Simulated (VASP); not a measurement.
# Na (P6_3/mmc) in VASP: notebook

Aim: see how the results for Na move with the level of theory and the settings. Levels: LDA, PBEsol. Tasks: single point, relaxation of cell and atoms.

Everything below comes from runs of VASP 6.6.1. Logs are shortened: lines on timing, memory, paths and dates and some standing lists are left out, and cuts for length are marked.

## (1) The cell of the first run

Symmetry: P6_3/mmc, No. 194, hexagonal system. Conventional cell: a = 3.650 Å, b = 3.650 Å, c = 12.368 Å, α = 90.00°, β = 90.00°, γ = 120.00°. Within 4.8 Å of Na (site symmetry -6m2) lie 12 Na at 3.65 to 3.74 Å. Na (site symmetry -3m) has 12 Na at 3.65 to 3.74 Å within 4.8 Å.

## (2) Single point, LDA (volume scaled by 0.96)

File INCAR:

```
PREC = Accurate
ENCUT = 520
EDIFF = 1E-7
ISMEAR = -1
SIGMA = 0.05
LREAL = F
LASPH = T
NELM = 80
ALGO = Normal
ISIF = 2
LWAVE = F
LCHARG = T
GGA = CA
LELF = T
LVHAR = T
NBANDS = 22
```

File KPOINTS:

```
regular mesh
0
Gamma
  8 8 3
```

File POSCAR:

```
Na
1.0
    3.6503718133      0.0000000000      0.0000000000
   -1.8251859066      3.1613147235      0.0000000000
    0.0000000000      0.0000000000     12.3678775047
Na
4
Direct
    0.6666666667      0.3333333333      0.7500000000
    0.0000000000      0.0000000000      0.5000000000
    0.3333333333      0.6666666667      0.2500000000
    0.0000000000      0.0000000000      0.0000000000
```

Potentials or basis: VASP PAW LDA potentials, release 64 (Na_pv).

Launch:

```sh
$ cat potpaw_LDA.64/Na_pv/POTCAR > POTCAR
$ mpirun -np 1 vasp_std > vasp.out
```

OUTCAR:

```text
PREC = Accurate
   ENCUT = 520
   EDIFF = 1E-7
   ISMEAR = -1
   LREAL = F
   LASPH = T
   NELM = 80
   ISIF = 2
   GGA = CA

 ion  position               nearest neighbor table
   1  0.667  0.333  0.750-
   2  0.000  0.000  0.500-
   3  0.333  0.667  0.250-
   4  0.000  0.000  0.000-

  LATTYP: Found a hexagonal cell.
 ALAT       =     3.6503718133
 C/A-ratio  =     3.3881144544

  Lattice vectors:

 A1 = (   3.6503718133,   0.0000000000,   0.0000000000)
 A2 = (  -1.8251859066,   3.1613147235,   0.0000000000)
 A3 = (   0.0000000000,   0.0000000000,  12.3678775047)

Analysis of symmetry for initial positions (statically):
=====================================================================
 Subroutine PRICEL returns:
 Original cell was already a primitive cell.

 Routine SETGRP: Setting up the symmetry group for a
 hexagonal supercell.

 Subroutine GETGRP returns: Found 24 space group operations
 (whereof 12 operations were pure point group operations)
 out of a pool of 24 trial point group operations.

The static configuration has the point symmetry D_3d.
 The point group associated with its full space group is D_6h.

Analysis of symmetry for dynamics (positions and initial velocities):
=====================================================================
 Subroutine PRICEL returns:
 Original cell was already a primitive cell.

 Routine SETGRP: Setting up the symmetry group for a
 hexagonal supercell.

 Subroutine GETGRP returns: Found 24 space group operations
 (whereof 12 operations were pure point group operations)
 out of a pool of 24 trial point group operations.

The dynamic configuration has the point symmetry D_3d.
 The point group associated with its full space group is D_6h.

 Subroutine INISYM returns: Found 24 space group operations
 (whereof 12 operations are pure point group operations),
 and found     1 'primitive' translations

----------------------------------------------------------------------------------------

                                     Primitive cell

  volume of cell :     142.7250

  direct lattice vectors                    reciprocal lattice vectors
     3.650371813  0.000000000  0.000000000     0.273944697  0.158162045  0.000000000
    -1.825185907  3.161314723  0.000000000     0.000000000  0.316324089  0.000000000
     0.000000000  0.000000000 12.367877505     0.000000000  0.000000000  0.080854617

  length of vectors
     3.650371813  3.650371813 12.367877505     0.316324089  0.316324089  0.080854617

  position of ions in fractional coordinates (direct lattice)
     0.666666667  0.333333333  0.750000000
     0.000000000  0.000000000  0.500000000
     0.333333333  0.666666667  0.250000000
     0.000000000  0.000000000  0.000000000

  ion indices of the primitive-cell ions
   primitive index   ion index
                 1           1
                 2           2
                 3           3
                 4           4

----------------------------------------------------------------------------------------

 KPOINTS: regular mesh

Automatic generation of k-mesh.
 Grid dimensions read from file:
 generate k-points for:    8    8    3

 Generating k-lattice:

  Cartesian coordinates                     Fractional coordinates (reciprocal lattice)
     0.034243087  0.019770256  0.000000000     0.125000000 -0.000000000  0.000000000
     0.000000000  0.039540511  0.000000000     0.000000000  0.125000000  0.000000000
     0.000000000  0.000000000  0.026951539     0.000000000  0.000000000  0.333333333

  Length of vectors
     0.039540511  0.039540511  0.026951539

  Shift w.r.t. Gamma in fractional coordinates (k-lattice)
     0.000000000  0.000000000  0.000000000

 Subroutine IBZKPT returns following result:
 ===========================================

 Found     20 irreducible k-points:

 Following reciprocal coordinates:
            Coordinates               Weight
  0.000000  0.000000  0.000000      1.000000
  0.125000  0.000000  0.000000      6.000000
  0.250000  0.000000  0.000000      6.000000
  0.375000  0.000000  0.000000      6.000000
  0.500000  0.000000  0.000000      3.000000
  0.125000  0.125000  0.000000      6.000000
[... 12 lines left out ...]
  0.250000  0.250000  0.333333     12.000000
  0.375000  0.250000  0.333333     12.000000
   k-points           NKPTS =     20   k-points in BZ     NKDIM =     20   number of bands    NBANDS=     22
   number of dos      NEDOS =    301   number of ions     NIONS =      4
   total plane-waves  NPLWV =  75264
   dimension x,y,z NGX =    28 NGY =   28 NGZ =   96
   dimension x,y,z NGXF=    56 NGYF=   56 NGZF=  192
   ions per type =               4
   NGX,Y,Z   is equivalent  to a cutoff of  12.75, 12.75, 12.90 a.u.
   NGXF,Y,Z  is equivalent  to a cutoff of  25.50, 25.50, 25.81 a.u.
 SYSTEM =  unknown system
   PREC   = accura    normal or accurate (medium, high low for compatibility)
   ISTART =      0    job   : 0-new  1-cont  2-samecut
   ICHARG =      2    charge: 1-file 2-atom 10-const
   ISPIN  =      1    spin polarized calculation?
   LNONCOLLINEAR =      F non collinear calculations
   LSORBIT =      F    spin-orbit coupling
   LASPH  =      T    aspherical Exc in radial PAW
   ENCUT  =  520.0 eV  38.22 Ry    6.18 a.u.   6.79  6.79 23.00*2*pi/ulx,y,z
   NELM   =     80;   NELMIN=  2; NELMDL= -5     # of ELM steps
   EDIFF  = 0.1E-06   stopping-criterion for ELM
   LREAL  =      F    real-space projection
   EDIFFG = 0.1E-05   stopping-criterion for IOM
   NSW    =      0    number of steps for IOM
   IBRION =     -1    ionic relax: 0-MD 1-quasi-New 2-CG
   NFREE  =      0    steps in history (QN), initial steepest desc. (CG)
   ISIF   =      2    stress and relaxation
   ISYM   =      2    0-nonsym 1-usesym 2-fastsym
   POTIM  = 0.5000    time-step for ionic-motion
   TEBEG  =    0.0;   TEEND  =   0.0 temperature during run
   PSTRESS=    0.0 pullay stress
   NELECT =      28.0000    total number of electrons
   NUPDOWN=      -1.0000    fix difference up-down
   EMIN   =  10.00;   EMAX   =-10.00  energy-range for DOS
   EFERMI =   0.00;   METHOD = LEGACY
   ISMEAR =    -1;   SIGMA  =   0.05  broadening in eV -4-tet -1-fermi 0-gaus
   EFERMI_NEDOS =   21; number of points for ismear=-14 and -15
   IALGO  =     38    algorithm
   IMIX   =      4    mixing-type and parameters
     AMIX     =   0.40;   BMIX     =  1.00
     AMIX_MAG =   1.60;   BMIX_MAG =  1.00
  volume/ion in A,a.u.               =      35.68       240.79
  Fermi-wavevector in a.u.,A,eV,Ry     =   0.951249  1.797600 12.311565  0.904874
  Thomas-Fermi vector in A             =   2.079701
   LORBIT       =      0    0 simple, 1 ext, 2 COOP (PROOUT), +10 PAW based schemes
   GGA     = CA    functional components
   LHFCALC =     F    Hartree Fock is set to
   AEXX    =    0.0000 exact exchange contribution
   IVDW    =     0    specifies the selected vdW correction
   LEPSILON=     F    determine dielectric tensor
   LRPA    =     F    only Hartree local field effects (RPA)
 non-spin polarized calculation
  energy-cutoff  :      520.00
  volume of cell :      142.72
 maximum number of plane-waves:      3858
 NGX is ok and might be reduce to    28
   NGX = 13   NGY = 13   NGZ = 45

 number of electron      28.0000021 magnetization

 Free energy of the ion-electron system (eV)
  ---------------------------------------------------
  ext. energy  EPLUGINS =         0.00000000
  ---------------------------------------------------
  free energy    TOTEN  =        -5.78979658 eV

  energy without entropy =       -5.77216278  energy(sigma->0) =       -5.78097968

 E-fermi :   0.2555     XC(G=0):  -6.8352

 val. band max:        0.1712466778   @ k =   0.2500   0.2500   0.3333
 cond. band min:       0.3034439592   @ k =   0.2500   0.1250   0.3333
 fundamental gap:      0.1321972814
 Fermi energy:         0.2554569417

 k-point     1 :       0.0000    0.0000    0.0000
  band No.  band energies     occupation
      1     -24.6801      2.00000
      2     -24.6618      2.00000
      3     -24.6615      2.00000
      4     -24.6472      2.00000
      5     -24.6472      2.00000
      6     -24.6450      2.00000
[... 14 lines left out ...]
     21      10.7714      0.00000
     22      10.9292      0.00000

 k-point     2 :       0.1250    0.0000    0.0000
  band No.  band energies     occupation
      1     -24.6781      2.00000
      2     -24.6623      2.00000
      3     -24.6620      2.00000
      4     -24.6523      2.00000
      5     -24.6492      2.00000
      6     -24.6489      2.00000
[... 14 lines left out ...]
     21       8.7995      0.00000
     22       8.8606      0.00000

 k-point     3 :       0.2500    0.0000    0.0000
  band No.  band energies     occupation
      1     -24.6731      2.00000
      2     -24.6684      2.00000
      3     -24.6676      2.00000
      4     -24.6638      2.00000
      5     -24.6611      2.00000
      6     -24.6542      2.00000
[... 14 lines left out ...]
     21       6.5123      0.00000
     22       6.6112      0.00000

 k-point     4 :       0.3750    0.0000    0.0000
  band No.  band energies     occupation
      1     -24.6799      2.00000
      2     -24.6790      2.00000
      3     -24.6753      2.00000
      4     -24.6737      2.00000
      5     -24.6654      2.00000
      6     -24.6558      2.00000
[... 14 lines left out ...]
     21       6.1284      0.00000
     22       6.4734      0.00000

 k-point     5 :       0.5000    0.0000    0.0000
  band No.  band energies     occupation
      1     -24.6850      2.00000
      2     -24.6837      2.00000
      3     -24.6802      2.00000
      4     -24.6788      2.00000
      5     -24.6607      2.00000
      6     -24.6573      2.00000
[... 317 lines left out ...]
 k-point    18 :       0.3750    0.1250    0.3333
  band No.  band energies     occupation
      1     -24.6814      2.00000
      2     -24.6805      2.00000
      3     -24.6781      2.00000
      4     -24.6773      2.00000
      5     -24.6612      2.00000
      6     -24.6601      2.00000
[... 14 lines left out ...]
     21       4.9290      0.00000
     22       5.5553      0.00000

 k-point    19 :       0.2500    0.2500    0.3333
  band No.  band energies     occupation
      1     -24.6767      2.00000
      2     -24.6764      2.00000
      3     -24.6755      2.00000
      4     -24.6743      2.00000
      5     -24.6638      2.00000
      6     -24.6635      2.00000
[... 14 lines left out ...]
     21       4.7422      0.00000
     22       5.1427      0.00000

 k-point    20 :       0.3750    0.2500    0.3333
  band No.  band energies     occupation
      1     -24.6778      2.00000
      2     -24.6771      2.00000
      3     -24.6744      2.00000
      4     -24.6742      2.00000
      5     -24.6674      2.00000
      6     -24.6671      2.00000
[... 14 lines left out ...]
     21       4.0861      0.00000
     22       4.2286      0.00000

------------------------ aborting loop because EDIFF is reached ----------------------------------------

  FORCE on cell =-STRESS in cart. coord.  units (eV):
  Direction    XX          YY          ZZ          XY          YZ          ZX
  --------------------------------------------------------------------------------------
  -------------------------------------------------------------------------------------
  Total       -0.1802470     -0.1802470     -1.0701698     -0.0000000     -0.0000000      0.0000000
  in kB       -2.0233856     -2.0233856    -12.0133256     -0.0000000     -0.0000000      0.0000000
  external PRESSURE =      -5.3533656 kB  Pullay stress =       0.0000000 kB

 VOLUME and BASIS-vectors are now :
 -----------------------------------------------------------------------------
  energy-cutoff  :      520.00
  volume of cell :      142.72
      direct lattice vectors                 reciprocal lattice vectors
     3.650371813  0.000000000  0.000000000     0.273944697  0.158162045  0.000000000
    -1.825185907  3.161314723  0.000000000     0.000000000  0.316324089  0.000000000
     0.000000000  0.000000000 12.367877505     0.000000000  0.000000000  0.080854617

 POSITION                                       TOTAL-FORCE (eV/Angst)
 -----------------------------------------------------------------------------------
      1.82519      1.05377      9.27591         0.000000      0.000000     -0.000000
      0.00000      0.00000      6.18394        -0.000000      0.000000      0.000000
     -0.00000      2.10754      3.09197        -0.000000     -0.000000      0.000000
      0.00000      0.00000      0.00000        -0.000000      0.000000      0.000000
 -----------------------------------------------------------------------------------
    total drift:                                0.000000     -0.000000      0.000000

  FREE ENERGIE OF THE ION-ELECTRON SYSTEM (eV)
  ---------------------------------------------------
  free  energy   TOTEN  =        -5.7897965802 eV

  energy  without entropy=       -5.7721627824  energy(sigma->0) =       -5.78097968
```

It took 70 s on 1 thread of AMD EPYC 7R13, shared host; peak memory 0.18 GiB.

What came out:

| Property | Result |
| --- | --- |
| Free energy | -5.7898 eV |
| Pressure | -0.5 GPa |
| Band gap on the k mesh | zero (band 14 reaches 1.44 eV, above the bottom of band 15 at -2.09 eV) |

Caveat: the cell differs from its parent crystal (volume scaled by 0.96).

## (3) Single point, LDA (volume scaled by 1.06)

File INCAR:

```
SYSTEM = Na
ALGO = Fast
EDIFF = 1E-7
ENCUT = 520
ISIF = 2
ISMEAR = -1
LASPH = .TRUE.
LCHARG = .TRUE.
LELF = .TRUE.
LREAL = .FALSE.
LVHAR = .TRUE.
LWAVE = .FALSE.
NBANDS = 22
NELM = 60
PREC = Accurate
SIGMA = 0.05
```

File KPOINTS:

```
k-points
0
G
  8 8 3
  0 0 0
```

File POSCAR:

```
Na
1.0
    3.7729580783      0.0000000000      0.0000000000
   -1.8864790391      3.2674775432      0.0000000000
    0.0000000000      0.0000000000     12.7832138010
Na
4
Direct
    0.6666666667      0.3333333333      0.7500000000
    0.0000000000      0.0000000000      0.5000000000
    0.3333333333      0.6666666667      0.2500000000
    0.0000000000      0.0000000000      0.0000000000
```

Potentials or basis: VASP PAW LDA potentials, release 64 (Na_pv).

Launch:

```sh
$ cat potpaw_LDA.64/Na_pv/POTCAR > POTCAR
$ mpirun -np 1 vasp_std > vasp.out
```

Wall time 98 s (1 thread of AMD EPYC 7R13, shared host); peak memory 0.18 GiB.

The run converged. Its results:

```yaml
Free_energy: -5.7120 eV
Pressure: -1.2 GPa
Band_gap_on_the_k_mesh: zero (band 14 reaches 1.10 eV, above the bottom of band 15 at -2.22 eV)
```

Stress tensor (GPa, compression positive):
```
-0.88  0.00  0.00
 0.00 -0.88  0.00
 0.00  0.00 -1.69
```

Levels at points of the mesh, in eV from the Fermi level:
| k point | band 12 | band 13 | band 14 | band 15 | band 16 | band 17 |
| --- | --- | --- | --- | --- | --- | --- |
| (0.00, 0.00, 0.00) | -24.98 | -3.14 | -2.20 | -2.20 | 0.45 | 0.65 |
| (0.50, 0.00, 0.00) | -24.98 | 0.36 | 0.39 | 1.10 | 1.15 | 1.43 |

Caveat: the cell differs from its parent crystal (volume scaled by 1.06).

## (4) Relaxation of cell and atoms, PBEsol, target pressure 20 GPa, at which the enthalpy is minimised

This run uses another cell than the first one, of 37.17 Å³/atom, 1.042 times its volume.

File INCAR:

```
PREC = Accurate
ENCUT = 600
EDIFF = 1E-7
ISMEAR = -1
SIGMA = 0.05
LREAL = F
LASPH = T
NELM = 100
ALGO = Normal
ISIF = 3
LWAVE = F
LCHARG = F
GGA = PS
IBRION = 2
NSW = 60
EDIFFG = -0.01
PSTRESS = 200.0
```

File KPOINTS:

```
regular mesh
0
Gamma
  8 8 3
```

File POSCAR:

```
Na
1.0
    3.7003831212      0.0000000000      0.0000000000
   -1.8501915606      3.2046257867      0.0000000000
    0.0000000000      0.0000000000     12.5373215400
Na
4
Direct
    0.6666666667      0.3333333333      0.7500000000
    0.0000000000      0.0000000000      0.5000000000
    0.3333333333      0.6666666667      0.2500000000
    0.0000000000      0.0000000000      0.0000000000
```

Potentials or basis: VASP PAW PBE potentials, release 64 (Na_pv).

Launch:

```sh
$ cat potpaw_PBE.64/Na_pv/POTCAR > POTCAR
$ mpirun -np 1 vasp_std > vasp.out
```

Run time: 6.9 min. Hardware: 1 thread of Oxide Virtual Turin-like, shared host; peak memory 0.27 GiB.

It converged, with:

| Item | Value |
| --- | --- |
| Free energy | -3.0182 eV |
| Relaxed volume | 18.14 Å³/atom |
| Relaxed cell | a = 2.970 Å, b = 2.970 Å, c = 9.496 Å, α = 90.00°, β = 90.00°, γ = 120.00° |
| Space group after relaxing (to 0.05 Å) | P6_3/mmc (No. 194) |
| Energy change on relaxing (the enthalpy is what falls) | +641.8 meV/atom |
| Ionic steps | 9 |
| Pressure after relaxing | 20.0 GPa |
| Band gap on the k mesh | zero (band 14 reaches 4.85 eV, above the bottom of band 15 at 0.00 eV) |

Step by step:
```
step  energy change (eV)  largest force (eV/Å)  pressure (GPa)  volume (Å³)
   1              0.0000                0.0000           -0.16       148.67
   2              3.0619                0.0000           23.59        69.04
   3              2.6224                0.0000           20.30        72.26
   4              2.4765                0.0000           19.23        73.45
   5              2.4715                0.0000           19.23        73.42
   6              2.4742                0.0000           19.32        73.32
   7              2.4763                0.0000           19.32        73.30
   8              2.6227                0.0000           20.41        72.12
   9              2.5671                0.0000           20.00        72.56
```

Final structure:
```
Na
1.0
     2.97040    0.00000    0.00000
    -1.48520    2.57245    0.00000
     0.00000    0.00000    9.49636
Na
4
Direct
  0.66667 0.33333 0.75000
  0.00000 0.00000 0.50000
  0.33333 0.66667 0.25000
  0.00000 0.00000 0.00000
```

Levels at points of the mesh, in eV from the Fermi level:
```
           k point  band 12  band 13  band 14  band 15  band 16  band 17
(0.00, 0.00, 0.00)   -24.78    -5.21    -3.45    -3.45     0.85     1.85
(0.50, 0.00, 0.00)   -24.82     0.20     0.45     1.44     1.84     2.12
```

Caveat: the cell is relaxed towards a set pressure, so the enthalpy falls and the energy may rise; the volume moved by over 15 % at a fixed basis, so the end points are rough; the PAW data sets were made with another functional, which shifts forces and pressure a little.

(Part 1 of 2 ends here.)
